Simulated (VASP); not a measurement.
# Cd (R-3m) in VASP: single point with PBE

Aim: the single point of Cd with PBE.

Everything below comes from runs of VASP 6.6.1. Logs are shortened: lines on timing, memory, paths and dates and some standing lists are left out, and cuts for length are marked.

### 1 The cell of the first run

It takes space group R-3m (No. 166, trigonal). The conventional cell has a = 3.115 Å, b = 3.115 Å, c = 7.830 Å, α = 90.00°, β = 90.00°, γ = 120.00°. Within 4.1 Å of Cd (site symmetry -3m) lie 12 Cd at 3.12 to 3.17 Å.

### 2 Single point, PBE

INCAR

```
SYSTEM = Cd
ALGO = Normal
EDIFF = 1E-6
ENCUT = 520
GGA = PE
ISIF = 2
ISMEAR = 0
LASPH = .TRUE.
LCHARG = .FALSE.
LREAL = .FALSE.
LWAVE = .FALSE.
NBANDS = 12
NELM = 100
PREC = Accurate
SIGMA = 0.15
```

KPOINTS

```
k-points
0
G
  21 21 21
  0 0 0
```

POSCAR

```
Cd
1.0
    1.5577449642      0.8993644744      2.6099661426
   -1.5577449642      0.8993644744      2.6099661426
    0.0000000000     -1.7987289488      2.6099661426
Cd
1
Direct
    0.0000000000      0.0000000000      0.0000000000
```

Potentials or basis: VASP PAW PBE potentials, release 64 (Cd).

On the command line:

```
cat potpaw_PBE.64/Cd/POTCAR > POTCAR
mpirun -np 1 vasp_std > vasp.out
```

OUTCAR:

```text
SYSTEM = Cd
   EDIFF = 1E-6
   ENCUT = 520
   GGA = PE
   ISIF = 2
   ISMEAR = 0
   LASPH = .TRUE.
   LREAL = .FALSE.
   NELM = 100
   PREC = Accurate

 ion  position               nearest neighbor table
   1  0.000  0.000  0.000-

  LATTYP: Found a trigonal (rhomboedric) cell.
 ALAT       =     3.1697553686
 COS(alpha) =     0.5169732135

  Lattice vectors:

 A1 = (   1.5577449642,   0.8993644744,   2.6099661426)
 A2 = (  -1.5577449642,   0.8993644744,   2.6099661426)
 A3 = (   0.0000000000,  -1.7987289488,   2.6099661426)

Analysis of symmetry for initial positions (statically):
=====================================================================
 Subroutine PRICEL returns:
 Original cell was already a primitive cell.

 Routine SETGRP: Setting up the symmetry group for a
 trigonal (rhombohedral) supercell.

 Subroutine GETGRP returns: Found 12 space group operations
 (whereof 12 operations were pure point group operations)
 out of a pool of 12 trial point group operations.

The static configuration has the point symmetry D_3d.

Analysis of symmetry for dynamics (positions and initial velocities):
=====================================================================
 Subroutine PRICEL returns:
 Original cell was already a primitive cell.

 Routine SETGRP: Setting up the symmetry group for a
 trigonal (rhombohedral) supercell.

 Subroutine GETGRP returns: Found 12 space group operations
 (whereof 12 operations were pure point group operations)
 out of a pool of 12 trial point group operations.

The dynamic configuration has the point symmetry D_3d.

 Subroutine INISYM returns: Found 12 space group operations
 (whereof 12 operations are pure point group operations),
 and found     1 'primitive' translations

----------------------------------------------------------------------------------------

                                     Primitive cell

  volume of cell :      21.9391

  direct lattice vectors                    reciprocal lattice vectors
     1.557744964  0.899364474  2.609966143     0.320976804  0.185316044  0.127715578
    -1.557744964  0.899364474  2.609966143    -0.320976804  0.185316044  0.127715578
     0.000000000 -1.798728949  2.609966143     0.000000000 -0.370632088  0.127715578

  length of vectors
     3.169755369  3.169755369  3.169755369     0.392019660  0.392019660  0.392019660

  position of ions in fractional coordinates (direct lattice)
     0.000000000  0.000000000  0.000000000
[... 77 lines left out ...]
   LREAL  =      F    real-space projection
   EDIFFG = 0.1E-04   stopping-criterion for IOM
   NSW    =      0    number of steps for IOM
   IBRION =     -1    ionic relax: 0-MD 1-quasi-New 2-CG
   NFREE  =      0    steps in history (QN), initial steepest desc. (CG)
   ISIF   =      2    stress and relaxation
   ISYM   =      2    0-nonsym 1-usesym 2-fastsym
   POTIM  = 0.5000    time-step for ionic-motion
   TEBEG  =    0.0;   TEEND  =   0.0 temperature during run
   PSTRESS=    0.0 pullay stress
   NELECT =      12.0000    total number of electrons
   NUPDOWN=      -1.0000    fix difference up-down
   EMIN   =  10.00;   EMAX   =-10.00  energy-range for DOS
   EFERMI =   0.00;   METHOD = LEGACY
   ISMEAR =     0;   SIGMA  =   0.15  broadening in eV -4-tet -1-fermi 0-gaus
   EFERMI_NEDOS =   21; number of points for ismear=-14 and -15
   IALGO  =     38    algorithm
   IMIX   =      4    mixing-type and parameters
     AMIX     =   0.40;   BMIX     =  1.00
     AMIX_MAG =   1.60;   BMIX_MAG =  1.00
  volume/ion in A,a.u.               =      21.94       148.05
  Fermi-wavevector in a.u.,A,eV,Ry     =   1.338842  2.530044 24.388398  1.792497
  Thomas-Fermi vector in A             =   2.467280
   LORBIT       =      0    0 simple, 1 ext, 2 COOP (PROOUT), +10 PAW based schemes
   GGA     = PE    functional components
   LHFCALC =     F    Hartree Fock is set to
   AEXX    =    0.0000 exact exchange contribution
   IVDW    =     0    specifies the selected vdW correction
   LEPSILON=     F    determine dielectric tensor
   LRPA    =     F    only Hartree local field effects (RPA)
 non-spin polarized calculation
 Gauss-broadening in eV      SIGMA  =   0.15
  energy-cutoff  :      520.00
  volume of cell :       21.94
 maximum number of plane-waves:       602
   NGX = 11   NGY = 11   NGZ = 11

 number of electron      12.0000004 magnetization

 Free energy of the ion-electron system (eV)
  ---------------------------------------------------
  ext. energy  EPLUGINS =         0.00000000
  ---------------------------------------------------
  free energy    TOTEN  =        -0.73551304 eV

  energy without entropy =       -0.73148848  energy(sigma->0) =       -0.73350076

 E-fermi :   2.7807     XC(G=0): -10.9595

 val. band max:        2.7799463851   @ k =  -0.3810   0.4762   0.0952
 cond. band min:       2.7843805496   @ k =  -0.3810   0.4286   0.0952
 fundamental gap:      0.0044341646
 Fermi energy:         2.7806648700

 k-point     1 :       0.0000    0.0000    0.0000
  band No.  band energies     occupation
      1      -6.3783      2.00000
      2      -6.3034      2.00000
      3      -6.3034      2.00000
      4      -5.9469      2.00000
      5      -5.8738      2.00000
      6      -5.8738      2.00000
      7      16.4416      0.00000
      8      17.3678      0.00000
      9      18.0035      0.00000
     10      18.0035      0.00000
     11      20.5015      0.00000
     12      21.3122      0.00000
[... 331 lines left out ...]
 k-point    24 :      -0.3810    0.0476    0.0000
  band No.  band energies     occupation
      1      -6.7434      2.00000
      2      -6.3324      2.00000
      3      -6.2511      2.00000
      4      -5.6221      2.00000
      5      -5.5547      2.00000
      6      -1.4603      2.00000
      7       4.1867      0.00000
      8      14.4275      0.00000
      9      15.4508      0.00000
     10      16.0269      0.00000
     11      19.0605      0.00000
     12      19.8661      0.00000

 [... further k-points ...]
[... 5 lines left out ...]
  --------------------------------------------------------------------------------------
  -------------------------------------------------------------------------------------
  Total        0.2980652      0.2980652      0.2920056     -0.0000000      0.0000000      0.0000000
  in kB       21.7672537     21.7672537     21.3247276     -0.0000000      0.0000000      0.0000000
  external PRESSURE =      21.6197450 kB  Pullay stress =       0.0000000 kB

 VOLUME and BASIS-vectors are now :
 -----------------------------------------------------------------------------
  energy-cutoff  :      520.00
  volume of cell :       21.94
      direct lattice vectors                 reciprocal lattice vectors
     1.557744964  0.899364474  2.609966143     0.320976804  0.185316044  0.127715578
    -1.557744964  0.899364474  2.609966143    -0.320976804  0.185316044  0.127715578
     0.000000000 -1.798728949  2.609966143     0.000000000 -0.370632088  0.127715578

 POSITION                                       TOTAL-FORCE (eV/Angst)
 -----------------------------------------------------------------------------------
      0.00000      0.00000      0.00000        -0.000000      0.000000     -0.000000
 -----------------------------------------------------------------------------------
    total drift:                               -0.000000     -0.000000      0.000000

  FREE ENERGIE OF THE ION-ELECTRON SYSTEM (eV)
  ---------------------------------------------------
  free  energy   TOTEN  =        -0.7355130365 eV

  energy  without entropy=       -0.7314884847  energy(sigma->0) =       -0.73350076
```

OSZICAR:

```text
N       E                     dE             d eps       ncg     rms          rms(c)
DAV:   1     0.705989745386E+02    0.70599E+02   -0.69716E+03 22888   0.992E+02
DAV:   2     0.511157825518E+00   -0.70088E+02   -0.66487E+02 23184   0.238E+02
DAV:   3    -0.778912061566E+00   -0.12901E+01   -0.12894E+01 25628   0.363E+01
DAV:   4    -0.780507266885E+00   -0.15952E-02   -0.15952E-02 23760   0.125E+00
DAV:   5    -0.780510994698E+00   -0.37278E-05   -0.37280E-05 25584   0.606E-02    0.305E+00
DAV:   6    -0.737202172449E+00    0.43309E-01   -0.11866E-01 25364   0.438E+00    0.245E+00
DAV:   7    -0.735275572007E+00    0.19266E-02   -0.11101E-02 25168   0.110E+00    0.121E+00
DAV:   8    -0.735477042452E+00   -0.20147E-03   -0.14279E-03 22424   0.510E-01    0.584E-02
DAV:   9    -0.735507627400E+00   -0.30585E-04   -0.12136E-05 25488   0.331E-02    0.126E-02
DAV:  10    -0.735513102532E+00   -0.54751E-05   -0.42206E-06 22600   0.228E-02    0.130E-03
DAV:  11    -0.735513036486E+00    0.66046E-07   -0.13510E-08 12240   0.126E-03
   1 F= -.73551304E+00 E0= -.73350076E+00  d E =-.402455E-02
```

stdout:

```text
POSCAR found type information on POSCAR Cd
 POSCAR found :  1 types and       1 ions
 scaLAPACK will be used
 LDA part: xc-table for (Slater+PW92), standard interpolation
 POSCAR, INCAR and KPOINTS ok, starting setup
 FFT: planning ... GRIDC
 FFT: planning ... GRID_SOFT
 FFT: planning ... GRID
 WAVECAR not read
 entering main loop
```

It took 43 s on 1 thread of Intel Xeon 6975P-C (Granite Rapids), shared host; peak memory 0.32 GiB.

Results:

```
Free energy            : -0.7355 eV
Pressure               : 2.2 GPa
Band gap on the k mesh : zero (band 6 reaches 4.23 eV, above the bottom of band 7 at 1.25 eV)
```

Levels at points of the mesh, in eV from the Fermi level:
```
           k point  band 3  band 4  band 5  band 6  band 7  band 8  band 9  band 10
(0.00, 0.00, 0.00)   -9.08   -8.73   -8.65   -8.65   13.66   14.59   15.22    15.22
```
